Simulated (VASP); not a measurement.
Si2Cl: single point with PBE

Crystal: Si2Cl.

```
Si Cl
1.0
     0.00000    3.14370    3.14370
     3.14370    0.00000    3.14370
     3.14370    3.14370    0.00000
Si Cl
2 1
Cartesian
  1.5719 1.5719 1.5719
  4.7156 4.7156 4.7156
  0.0000 0.0000 0.0000
```

- Program: VASP 6.6.1
- Task: single point
- Functional: PBE
- Potentials or basis: VASP PAW PBE potentials, release 64 (Si, Cl)
- Cutoff: 520 eV
- k mesh: 6 × 6 × 6
- Occupations: gaussian, width 0.1 eV
- Spin: no spin polarisation
- Dipole correction: no
- Further INCAR settings: ALGO = Normal; EDIFF = 1e-06; NBANDS = 14

* Pressure: 1.1 GPa

Levels at points of the mesh, in eV from the Fermi level:
```
           k point  band 4  band 5  band 6  band 7  band 8  band 9  band 10  band 11
(0.00, 0.00, 0.00)   -5.47   -5.47   -3.31   -1.26   -1.26   -1.26     3.68     3.68
(0.50, 0.00, 0.00)   -5.90   -5.90   -1.62   -0.50   -0.50    1.43     2.54     2.69
(0.50, 0.50, 0.00)   -6.57   -5.89   -2.75   -1.32    1.50    1.50     3.90     3.90
```

Run time: 19 s on 1 thread of Intel Xeon 6975P-C, on a shared host, peak memory 0.2 GiB.

Caveat: an odd number of electrons without spin polarisation forces a metal; a magnetic or distorted state may lie lower.
